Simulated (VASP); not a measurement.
# HfB2 in VASP: further runs

HfB2 is run at these levels: PBEsol, PBE-based screened hybrid with 25 % exact exchange, PBEsol-based screened hybrid with 25 % exact exchange; tasks: single point.

All numbers are computed with VASP 6.6.1; they aren't measurements. Logs are shortened: lines on timing, memory, paths and dates and some standing lists are left out, and cuts for length are marked.

### 1 The cell of the first run

The typed cell holds 3 atoms: a = 3.140 Å, b = 3.140 Å, c = 3.480 Å, α = 90.00°, β = 90.00°, γ = 120.00°.

### 2 Single point, PBEsol (atoms moved at random)

Contents of INCAR:

```
  ALGO = Normal
  EDIFF = 1E-6
  ENCUT = 520
  GGA = PS
  ISIF = 2
  ISMEAR = -1
  LASPH = T
  LCHARG = T
  LELF = T
  LREAL = F
  LVHAR = T
  LWAVE = F
  NBANDS = 15
  NELM = 100
  PREC = Accurate
  SIGMA = 0.05
```

Contents of KPOINTS:

```
k-points
0
Gamma
  10 10 8
```

Contents of POSCAR:

```
HfB2
1.0
    3.1400000000      0.0000000000      0.0000000000
   -1.5700000000      2.7193197679      0.0000000000
    0.0000000000      0.0000000000      3.4800000000
Hf B
1 2
Direct
    0.0040700000     -0.0037840000     -0.0029730000
    0.6735240000      0.3435500000      0.4913070000
    0.3173900000      0.6751330000      0.4845490000
```

Potentials or basis: VASP PAW PBE potentials, release 64 (Hf_pv, B).

Command:

```console
cat potpaw_PBE.64/Hf_pv/POTCAR potpaw_PBE.64/B/POTCAR > POTCAR
mpirun -np 1 vasp_std > vasp.out
```

OUTCAR:

```text
EDIFF = 1E-6
   ENCUT = 520
   GGA = PS
   ISIF = 2
   ISMEAR = -1
   LASPH = T
   LREAL = F
   NELM = 100
   PREC = Accurate

 ion  position               nearest neighbor table
   1  0.004  0.996  0.997-   3 2.42   2 2.47   3 2.48   2 2.50   2 2.50   3 2.51   2 2.52   3 2.52
                             2 2.53   2 2.55   3 2.57   3 2.58
   2  0.674  0.344  0.491-   3 1.75   3 1.82   3 1.87   1 2.47   1 2.50   1 2.50   1 2.52   1 2.53
                             1 2.55
   3  0.317  0.675  0.485-   2 1.75   2 1.82   2 1.87   1 2.42   1 2.48   1 2.51   1 2.52   1 2.57
                             1 2.58

  LATTYP: Found a hexagonal cell.
 ALAT       =     3.1400000000
 C/A-ratio  =     1.1082802548

  Lattice vectors:

 A1 = (   3.1400000000,   0.0000000000,   0.0000000000)
 A2 = (  -1.5700000000,   2.7193197679,   0.0000000000)
 A3 = (   0.0000000000,   0.0000000000,   3.4800000000)

Analysis of symmetry for initial positions (statically):
=====================================================================
 Subroutine PRICEL returns:
 Original cell was already a primitive cell.

 Routine SETGRP: Setting up the symmetry group for a
 hexagonal supercell.

 Subroutine GETGRP returns: Found  1 space group operations
 (whereof  1 operations were pure point group operations)
 out of a pool of 24 trial point group operations.

The static configuration has the point symmetry C_1 .

Analysis of symmetry for dynamics (positions and initial velocities):
=====================================================================
 Subroutine PRICEL returns:
 Original cell was already a primitive cell.

 Routine SETGRP: Setting up the symmetry group for a
 hexagonal supercell.

 Subroutine GETGRP returns: Found  1 space group operations
 (whereof  1 operations were pure point group operations)
 out of a pool of 24 trial point group operations.

The dynamic configuration has the point symmetry C_1 .

 Subroutine INISYM returns: Found  1 space group operations
 (whereof  1 operations are pure point group operations),
 and found     1 'primitive' translations

----------------------------------------------------------------------------------------

                                     Primitive cell

  volume of cell :      29.7146

  direct lattice vectors                    reciprocal lattice vectors
     3.140000000  0.000000000  0.000000000     0.318471338  0.183869512  0.000000000
    -1.570000000  2.719319768  0.000000000     0.000000000  0.367739025  0.000000000
     0.000000000  0.000000000  3.480000000     0.000000000  0.000000000  0.287356322

  length of vectors
     3.140000000  3.140000000  3.480000000     0.367739025  0.367739025  0.287356322

  position of ions in fractional coordinates (direct lattice)
     0.004070000  0.996216000  0.997027000
     0.673524000  0.343550000  0.491307000
     0.317390000  0.675133000  0.484549000

  ion indices of the primitive-cell ions
   primitive index   ion index
                 1           1
                 2           2
                 3           3

----------------------------------------------------------------------------------------

 KPOINTS: k-points

Automatic generation of k-mesh.
 Grid dimensions read from file:
 generate k-points for:   10   10    8

 Generating k-lattice:

  Cartesian coordinates                     Fractional coordinates (reciprocal lattice)
     0.031847134  0.018386951  0.000000000     0.100000000  0.000000000  0.000000000
     0.000000000  0.036773902  0.000000000     0.000000000  0.100000000  0.000000000
     0.000000000  0.000000000  0.035919540     0.000000000  0.000000000  0.125000000

  Length of vectors
     0.036773902  0.036773902  0.035919540

  Shift w.r.t. Gamma in fractional coordinates (k-lattice)
     0.000000000  0.000000000  0.000000000

 Subroutine IBZKPT returns following result:
 ===========================================

 Found    404 irreducible k-points:

 Following reciprocal coordinates:
            Coordinates               Weight
  0.000000  0.000000  0.000000      1.000000
  0.100000  0.000000  0.000000      2.000000
  0.000000  0.100000  0.000000      2.000000
 -0.100000  0.100000  0.000000      2.000000
  0.200000  0.000000  0.000000      2.000000
  0.000000  0.200000  0.000000      2.000000
[... 16 lines left out ...]
 -0.200000  0.300000  0.000000      2.000000
  0.100000  0.200000  0.000000      2.000000
 [... further k-points ...]
   k-points           NKPTS =    404   k-points in BZ     NKDIM =    404   number of bands    NBANDS=     15
   number of dos      NEDOS =    301   number of ions     NIONS =      3
   total plane-waves  NPLWV =  16128
   dimension x,y,z NGX =    24 NGY =   24 NGZ =   28
   dimension x,y,z NGXF=    48 NGYF=   48 NGZF=   56
   ions per type =               1   2
   NGX,Y,Z   is equivalent  to a cutoff of  12.71, 12.71, 13.38 a.u.
   NGXF,Y,Z  is equivalent  to a cutoff of  25.41, 25.41, 26.75 a.u.
 SYSTEM =  unknown system
   PREC   = accura    normal or accurate (medium, high low for compatibility)
   ISTART =      0    job   : 0-new  1-cont  2-samecut
   ICHARG =      2    charge: 1-file 2-atom 10-const
   ISPIN  =      1    spin polarized calculation?
   LNONCOLLINEAR =      F non collinear calculations
   LSORBIT =      F    spin-orbit coupling
   LASPH  =      T    aspherical Exc in radial PAW
   ENCUT  =  520.0 eV  38.22 Ry    6.18 a.u.   5.84  5.84  6.47*2*pi/ulx,y,z
   NELM   =    100;   NELMIN=  2; NELMDL= -5     # of ELM steps
   EDIFF  = 0.1E-05   stopping-criterion for ELM
   LREAL  =      F    real-space projection
   EDIFFG = 0.1E-04   stopping-criterion for IOM
   NSW    =      0    number of steps for IOM
   IBRION =     -1    ionic relax: 0-MD 1-quasi-New 2-CG
   NFREE  =      0    steps in history (QN), initial steepest desc. (CG)
   ISIF   =      2    stress and relaxation
   ISYM   =      2    0-nonsym 1-usesym 2-fastsym
   POTIM  = 0.5000    time-step for ionic-motion
   TEBEG  =    0.0;   TEEND  =   0.0 temperature during run
   PSTRESS=    0.0 pullay stress
   NELECT =      16.0000    total number of electrons
   NUPDOWN=      -1.0000    fix difference up-down
   EMIN   =  10.00;   EMAX   =-10.00  energy-range for DOS
   EFERMI =   0.00;   METHOD = LEGACY
   ISMEAR =    -1;   SIGMA  =   0.05  broadening in eV -4-tet -1-fermi 0-gaus
   EFERMI_NEDOS =   21; number of points for ismear=-14 and -15
   IALGO  =     38    algorithm
   IMIX   =      4    mixing-type and parameters
     AMIX     =   0.40;   BMIX     =  1.00
     AMIX_MAG =   1.60;   BMIX_MAG =  1.00
  volume/ion in A,a.u.               =       9.90        66.84
  Fermi-wavevector in a.u.,A,eV,Ry     =   1.331860  2.516850 24.134693  1.773850
  Thomas-Fermi vector in A             =   2.460838
   LORBIT       =      0    0 simple, 1 ext, 2 COOP (PROOUT), +10 PAW based schemes
   GGA     = PS    functional components
   LHFCALC =     F    Hartree Fock is set to
   AEXX    =    0.0000 exact exchange contribution
   IVDW    =     0    specifies the selected vdW correction
   LEPSILON=     F    determine dielectric tensor
   LRPA    =     F    only Hartree local field effects (RPA)
 non-spin polarized calculation
  energy-cutoff  :      520.00
  volume of cell :       29.71
 maximum number of plane-waves:       816
   NGX = 11   NGY = 11   NGZ = 13

 number of electron      16.0000000 magnetization

 Free energy of the ion-electron system (eV)
  ---------------------------------------------------
  ext. energy  EPLUGINS =         0.00000000
  ---------------------------------------------------
  free energy    TOTEN  =       -27.79079697 eV

  energy without entropy =      -27.78852235  energy(sigma->0) =      -27.78965966

 E-fermi :   7.4522     XC(G=0): -12.6793

 val. band max:        7.4351789102   @ k =  -0.1000  -0.1000   0.2500
 cond. band min:       7.4902363087   @ k =  -0.2000  -0.2000   0.1250
 fundamental gap:      0.0550573985
 Fermi energy:         7.4522179311

 k-point     1 :       0.0000    0.0000    0.0000
  band No.  band energies     occupation
      1     -23.0284      2.00000
      2     -22.5393      2.00000
      3     -22.5118      2.00000
      4      -6.1733      2.00000
      5       4.3315      2.00000
      6       4.4457      2.00000
      7       4.8773      2.00000
      8       4.9688      2.00000
      9      11.3892      0.00000
     10      11.5710      0.00000
     11      11.8060      0.00000
     12      12.0181      0.00000
     13      12.2734      0.00000
     14      12.9545      0.00000
     15      13.2395      0.00000

 k-point     2 :       0.1000    0.0000    0.0000
  band No.  band energies     occupation
      1     -23.0158      2.00000
      2     -22.5926      2.00000
      3     -22.5538      2.00000
      4      -5.9601      2.00000
      5       3.8305      2.00000
      6       4.4898      2.00000
      7       4.8163      2.00000
      8       4.9604      2.00000
      9      10.7024      0.00000
     10      11.2332      0.00000
     11      11.4670      0.00000
     12      11.7932      0.00000
     13      13.2868      0.00000
     14      13.4693      0.00000
     15      14.1060      0.00000
[... 365 lines left out ...]
      3     -22.6299      2.00000
      4      -4.7477      2.00000
      5       2.1292      2.00000
      6       3.5802      2.00000
      7       3.8715      2.00000
      8       5.7058      2.00000
      9       9.5076      0.00000
     10       9.8819      0.00000
     11      11.4513      0.00000
     12      12.8951      0.00000
     13      14.0324      0.00000
     14      14.7560      0.00000
     15      16.5481      0.00000

 k-point    24 :       0.1000    0.2000    0.0000
  band No.  band energies     occupation
      1     -22.9558      2.00000
      2     -22.9326      2.00000
      3     -22.6511      2.00000
      4      -4.7745      2.00000
      5       1.8567      2.00000
      6       3.8879      2.00000
      7       4.0553      2.00000
      8       5.8702      2.00000
      9       9.2362      0.00000
     10       9.5813      0.00000
     11      11.6827      0.00000
     12      12.8136      0.00000
     13      14.1623      0.00000
     14      14.8463      0.00000
     15      16.0925      0.00000

 [... further k-points ...]

------------------------ aborting loop because EDIFF is reached ----------------------------------------

  FORCE on cell =-STRESS in cart. coord.  units (eV):
  Direction    XX          YY          ZZ          XY          YZ          ZX
  --------------------------------------------------------------------------------------
  -------------------------------------------------------------------------------------
  Total       -0.5661945     -0.6574068     -0.7940651     -0.0489018     -0.0603850      0.0891850
  in kB      -30.5286137    -35.4466821    -42.8151563     -2.6367333     -3.2558958      4.8087615
  external PRESSURE =     -36.2634840 kB  Pullay stress =       0.0000000 kB

 VOLUME and BASIS-vectors are now :
 -----------------------------------------------------------------------------
  energy-cutoff  :      520.00
  volume of cell :       29.71
      direct lattice vectors                 reciprocal lattice vectors
     3.140000000  0.000000000  0.000000000     0.318471338  0.183869512  0.000000000
    -1.570000000  2.719319768  0.000000000     0.000000000  0.367739025  0.000000000
     0.000000000  0.000000000  3.480000000     0.000000000  0.000000000  0.287356322

 POSITION                                       TOTAL-FORCE (eV/Angst)
 -----------------------------------------------------------------------------------
     -1.55128      2.70903      3.46965        -0.674908      0.520350     -0.478376
      1.57549      0.93422      1.70975        -0.593993     -0.398715      0.101106
     -0.06335      1.83590      1.68623         1.268901     -0.121635      0.377270
 -----------------------------------------------------------------------------------
    total drift:                                0.000068     -0.000039     -0.000037

  FREE ENERGIE OF THE ION-ELECTRON SYSTEM (eV)
  ---------------------------------------------------
  free  energy   TOTEN  =       -27.7907969655 eV

  energy  without entropy=      -27.7885223476  energy(sigma->0) =      -27.78965966
```

Wall time 1.7 min (1 thread of AMD EPYC 7R13 (Zen 3), shared host); peak memory 0.26 GiB.

Results:

```
Free energy            : -27.7908 eV
Pressure               : -3.6 GPa
Largest force          : 1.329 eV/Å
Band gap on the k mesh : zero (bands 8 and 9 overlap by 0.61 eV)
```

Forces on the atoms (eV/Å):
```
Hf  -0.675  0.520 -0.478
B   -0.594 -0.399  0.101
B    1.269 -0.122  0.377
```

Levels at points of the mesh, in eV from the Fermi level:
```
           k point  band 6  band 7  band 8  band 9  band 10  band 11
(0.00, 0.00, 0.00)   -3.01   -2.57   -2.48    3.94     4.12     4.35
(0.50, 0.00, 0.00)   -3.87   -3.33   -2.58    1.78     2.89     5.56
(0.00, 0.50, 0.00)   -4.06   -3.42   -2.69    2.13     2.95     5.64
(0.50, 0.50, 0.00)   -4.19   -3.46   -2.84    2.53     2.83     5.75
(0.00, 0.00, 0.50)   -1.53   -0.70    0.17    0.71     1.06     1.09
(0.50, 0.00, 0.50)   -4.79   -4.77   -2.40    4.04     4.22     6.33
(0.00, 0.50, 0.50)   -4.84   -4.61   -2.57    3.96     4.23     6.33
(0.50, 0.50, 0.50)   -4.93   -4.50   -2.68    3.99     4.29     6.34
```

Caveat: the cell differs from its parent crystal (atoms moved at random); the cell stands under tension; the PAW data sets were made with another functional, which shifts forces and pressure a little; spin-orbit coupling is left out, which moves the levels of the heavy elements.

### 3 Single point, PBE-based screened hybrid with 25 % exact exchange

Contents of POSCAR:

```
HfB2
1.0
    3.1400000000      0.0000000000      0.0000000000
   -1.5700000000      2.7193197679      0.0000000000
    0.0000000000      0.0000000000      3.4800000000
Hf B
1 2
Direct
    0.0000000000      0.0000000000      0.0000000000
    0.6666666667      0.3333333333      0.5000000000
    0.3333333333      0.6666666667      0.5000000000
```

Contents of INCAR.step1:

```
SYSTEM = HfB2
  PREC = Accurate
  ENCUT = 520
  EDIFF = 1E-5
  ISMEAR = -1
  SIGMA = 0.05
  LREAL = .False.
  LASPH = .True.
  NELM = 60
  ALGO = Normal
  ISIF = 2
  LWAVE = .True.
  LCHARG = .False.
  GGA = PE
  NBANDS = 15
```

Contents of INCAR.step2:

```
SYSTEM = HfB2
  PREC = Accurate
  ENCUT = 520
  EDIFF = 1E-6
  ISMEAR = -1
  SIGMA = 0.05
  LREAL = .False.
  LASPH = .True.
  NELM = 60
  ALGO = Normal
  ISIF = 2
  LWAVE = .False.
  LCHARG = .False.
  GGA = PE
  LHFCALC = .True.
  AEXX = 0.25
  HFSCREEN = 0.3
  PRECFOCK = Normal
  ISTART = 1
  NBANDS = 15
```

Contents of KPOINTS:

```
Automatic mesh
0
Gamma
  5 5 4
  0 0 0
```

Potentials or basis: VASP PAW PBE potentials, release 64 (Hf_pv, B).

Command:

```console
cat potpaw_PBE.64/Hf_pv/POTCAR potpaw_PBE.64/B/POTCAR > POTCAR
cp INCAR.step1 INCAR
mpirun -np 1 vasp_std > vasp.out
cp INCAR.step2 INCAR
mpirun -np 1 vasp_std > vasp.out
```

Wall time 17 min (1 thread of Intel Xeon 8259CL, shared host); peak memory 0.26 GiB.

Results (log left out):

| Item | Value |
| --- | --- |
| Free energy | -28.8035 eV |
| Pressure | -2.7 GPa |
| Band gap on the k mesh | zero (bands 8 and 9 overlap by 0.73 eV) |

Stress tensor (GPa, compression positive):
```
-1.97  0.00  0.00
 0.00 -1.97  0.00
 0.00  0.00 -4.28
```

Levels at points of the mesh, in eV from the Fermi level:
| k point | band 5 | band 6 | band 7 | band 8 | band 9 | band 10 | band 11 | band 12 |
| --- | --- | --- | --- | --- | --- | --- | --- | --- |
| (0.00, 0.00, 0.00) | -3.08 | -3.08 | -3.03 | -3.02 | 4.75 | 4.75 | 5.45 | 5.45 |
| (0.00, 0.00, 0.50) | -9.15 | -1.21 | -1.21 | 0.73 | 0.73 | 1.42 | 1.42 | 2.88 |

Caveat: the k points lie up to 0.46 Å⁻¹ apart, too coarse for converged energies and pressures of a metal; the PAW data sets were made with another functional, which shifts forces and pressure a little; spin-orbit coupling is left out, which moves the levels of the heavy elements.

### 4 Single point, PBEsol-based screened hybrid with 25 % exact exchange

POSCAR is that of step 3.

Changes to INCAR.step1 since step 3:

```diff
@@ -12,3 +12,2 @@
   LWAVE = .True.
-  LCHARG = .False.
   GGA = PE
```

Changes to INCAR.step2 since step 3:

```diff
@@ -12,8 +12,10 @@
   LWAVE = .False.
-  LCHARG = .False.
-  GGA = PE
+  LCHARG = .True.
+  GGA = PS
   LHFCALC = .True.
   AEXX = 0.25
-  HFSCREEN = 0.3
+  HFSCREEN = 0.207
   PRECFOCK = Normal
+  LELF = .True.
+  LVHAR = .True.
   ISTART = 1
```

Contents of KPOINTS:

```
regular mesh
0
Gamma
  5 5 4
  0 0 0
```

Command:

```console
cat potpaw_PBE.64/Hf_pv/POTCAR potpaw_PBE.64/B/POTCAR > POTCAR
cp INCAR.step1 INCAR
mpirun -np 1 vasp_std > vasp.out
cp INCAR.step2 INCAR
mpirun -np 1 vasp_std > vasp.out
```

It took 15 min on 1 thread of Intel Xeon 8259CL, shared host; peak memory 0.26 GiB.

It converged, with:

```yaml
Free_energy: -30.3966 eV
Pressure: -6.9 GPa
Band_gap_on_the_k_mesh: zero (bands 8 and 9 overlap by 0.78 eV)
```

Stress tensor (GPa, compression positive):
```
-5.77  0.00  0.00
 0.00 -5.77  0.00
 0.00  0.00 -9.09
```

Levels at points of the mesh, in eV from the Fermi level:
```tsv
k point	band 6	band 7	band 8	band 9	band 10	band 11
(0.00, 0.00, 0.00)	-3.19	-3.15	-3.09	4.86	4.86	5.59
(0.00, 0.00, 0.50)	-1.24	-1.24	0.78	0.78	1.47	1.47
```

Caveat: the k points lie up to 0.46 Å⁻¹ apart, too coarse for converged energies and pressures of a metal; the PAW data sets were made with another functional, which shifts forces and pressure a little; spin-orbit coupling is left out, which moves the levels of the heavy elements.

(Continued in part 2 of 2.)

The gap in the log of VASP goes by the Fermi energy; the results here count the filled bands.